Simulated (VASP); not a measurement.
# HfSiO4 (I4_1/amd) in VASP: a series of runs, part 2 of 2

VASP 6.6.1. Earlier steps stand in the parts before.

### 3 Relaxation of cell and atoms, PBEsol

This run uses another cell than the first one, of 10.73 Å³/atom.

INCAR reads:

```
ALGO = Normal ; EDIFF = 1E-7
EDIFFG = -0.003 ; ENCUT = 600
GGA = PS ; IBRION = 2
ISIF = 3 ; ISMEAR = 0
LASPH = T ; LCHARG = F
LREAL = F ; LWAVE = F
NELM = 100 ; NSW = 100
PREC = Accurate ; SIGMA = 0.01
```

KPOINTS reads:

```
k-points
0
Gamma
  4 4 4
```

POSCAR reads:

```
HfSiO4
1.0
   -3.2862500000      3.2862500000      2.9816000000
    3.2862500000     -3.2862500000      2.9816000000
    3.2862500000      3.2862500000     -2.9816000000
Hf Si O
2 2 8
Direct
    0.7500000000      0.2500000000      0.5000000000
    0.0000000000      0.0000000000      0.0000000000
    0.2500000000      0.7500000000      0.5000000000
    0.5000000000      0.5000000000      0.0000000000
    0.1353000000      0.3198000000      0.8155000000
    0.0698000000      0.7543000000      0.6845000000
    0.5043000000      0.3198000000      0.1845000000
    0.0698000000      0.3853000000      0.3155000000
    0.6147000000      0.9302000000      0.6845000000
    0.6802000000      0.8647000000      0.1845000000
    0.2457000000      0.9302000000      0.3155000000
    0.6802000000      0.4957000000      0.8155000000
```

Potentials or basis: VASP PAW PBE potentials, release 64 (Hf_pv, Si, O).

Run with:

```console
> cat potpaw_PBE.64/Hf_pv/POTCAR potpaw_PBE.64/Si/POTCAR potpaw_PBE.64/O/POTCAR > POTCAR
> mpirun -np 1 vasp_std > vasp.out
```

OUTCAR:

```text
EDIFF = 1E-7
   EDIFFG = -0.003
   ENCUT = 600
   GGA = PS
   IBRION = 2
   ISIF = 3
   ISMEAR = 0
   LASPH = T
   LREAL = F
   NELM = 100
   NSW = 100
   PREC = Accurate

 ion  position               nearest neighbor table
   1  0.750  0.250  0.500-   5 2.11   7 2.11  10 2.11  12 2.11   9 2.26   6 2.26   8 2.26  11 2.26
                             3 2.98   3 2.98   2 3.61   2 3.61   2 3.61   2 3.61
   2  0.000  0.000  0.000-   6 2.11   8 2.11   9 2.11  11 2.11   7 2.26  10 2.26   5 2.26  12 2.26
                             4 2.98   4 2.98   1 3.61   1 3.61   1 3.61   1 3.61
   3  0.250  0.750  0.500-   6 1.62   8 1.62   9 1.62  11 1.62   1 2.98   1 2.98
   4  0.500  0.500  0.000-   5 1.62   7 1.62  10 1.62  12 1.62   2 2.98   2 2.98
   5  0.135  0.320  0.816-   4 1.62   1 2.11   2 2.26
   6  0.070  0.754  0.684-   3 1.62   2 2.11   1 2.26
   7  0.504  0.320  0.184-   4 1.62   1 2.11   2 2.26
   8  0.070  0.385  0.316-   3 1.62   2 2.11   1 2.26
   9  0.615  0.930  0.684-   3 1.62   2 2.11   1 2.26
  10  0.680  0.865  0.184-   4 1.62   1 2.11   2 2.26
  11  0.246  0.930  0.316-   3 1.62   2 2.11   1 2.26
[... 337 lines left out ...]

 number of electron      76.0000012 magnetization

------------------------ aborting loop because EDIFF is reached ----------------------------------------
[... 87 lines left out ...]
--------------------------------------- Ionic step       11  -------------------------------------------

 number of electron      76.0000012 magnetization

 Free energy of the ion-electron system (eV)
  ---------------------------------------------------
  ext. energy  EPLUGINS =         0.00000000
  ---------------------------------------------------
  free energy    TOTEN  =      -113.48239136 eV

  energy without entropy =     -113.48239136  energy(sigma->0) =     -113.48239136

 E-fermi :   3.3321     XC(G=0): -11.3885

 val. band max:        3.2193404613   @ k =   0.0000   0.0000   0.0000
 cond. band min:       8.6214935623   @ k =   0.5000   0.5000   0.0000
 fundamental gap:      5.4021531010
 Fermi energy:         3.3320872050

 k-point     1 :       0.0000    0.0000    0.0000
  band No.  band energies     occupation
      1     -25.9415      2.00000
      2     -25.9415      2.00000
      3     -25.8575      2.00000
      4     -25.8460      2.00000
      5     -25.7480      2.00000
      6     -25.7480      2.00000
[... 652 lines left out ...]
  FREE ENERGIE OF THE ION-ELECTRON SYSTEM (eV)
  ---------------------------------------------------
  free  energy   TOTEN  =      -113.4823913609 eV

  energy  without entropy=     -113.4823913609  energy(sigma->0) =     -113.48239136

 reached required accuracy - stopping structural energy minimisation
```

Wall time 13 min (1 thread of Intel Xeon Platinum 8259CL at 2.50GHz (Skylake/Cascade Lake), shared host); peak memory 0.39 GiB.

What came out:

| Quantity | Value |
| --- | --- |
| Free energy | -113.4824 eV |
| Relaxed volume | 10.68 Å³/atom |
| Relaxed cell | a = 5.512 Å, b = 5.512 Å, c = 5.512 Å, α = 106.99°, β = 106.99°, γ = 114.56° |
| Space group after relaxing (to 0.1 Å) | I4_1/amd (No. 141) |
| Energy gained by relaxing | 3.2 meV/atom |
| Ionic steps | 11 |
| Pressure after relaxing | 0.0 GPa |
| Band gap on the k mesh | 5.40 eV (least direct gap 5.82 eV) |

The path:
| step | energy change (eV) | largest force (eV/Å) | pressure (GPa) | volume (Å³) |
| --- | --- | --- | --- | --- |
| 1 | 0.0000 | 0.6749 | -0.24 | 128.80 |
| 2 | 0.0477 | 1.0542 | -1.94 | 128.49 |
| 3 | -0.0344 | 0.0763 | -1.06 | 128.68 |
| 4 | -0.0352 | 0.0206 | 1.20 | 127.51 |
| 5 | -0.0370 | 0.0458 | 0.17 | 128.04 |
| 6 | -0.0377 | 0.0228 | 0.09 | 128.10 |
| 7 | -0.0378 | 0.0108 | 0.02 | 128.15 |
| 8 | -0.0379 | 0.0124 | -0.04 | 128.18 |
| 9 | -0.0379 | 0.0107 | -0.04 | 128.18 |
| 10 | -0.0379 | 0.0079 | 0.07 | 128.15 |
| 11 | -0.0379 | 0.0007 | 0.01 | 128.17 |

Final structure:
```
CELL_PARAMETERS angstrom
-3.27937 3.27937 2.97942
3.27937 -3.27937 2.97942
3.27937 3.27937 -2.97942
ATOMIC_POSITIONS crystal
Hf 0.75000 0.25000 0.50000
Hf 0.00000 0.00000 0.00000
Si 0.25000 0.75000 0.50000
Si 0.50000 0.50000 0.00000
O 0.13211 0.31744 0.81467
O 0.06744 0.75277 0.68533
O 0.50277 0.31744 0.18533
O 0.06744 0.38211 0.31467
O 0.61789 0.93256 0.68533
O 0.68256 0.86789 0.18533
O 0.24723 0.93256 0.31467
O 0.68256 0.49723 0.81467
```

Caveat: the PAW data sets were made with another functional, which shifts forces and pressure a little; spin-orbit coupling is left out, which moves the levels of the heavy elements. A k mesh can miss the band edges.
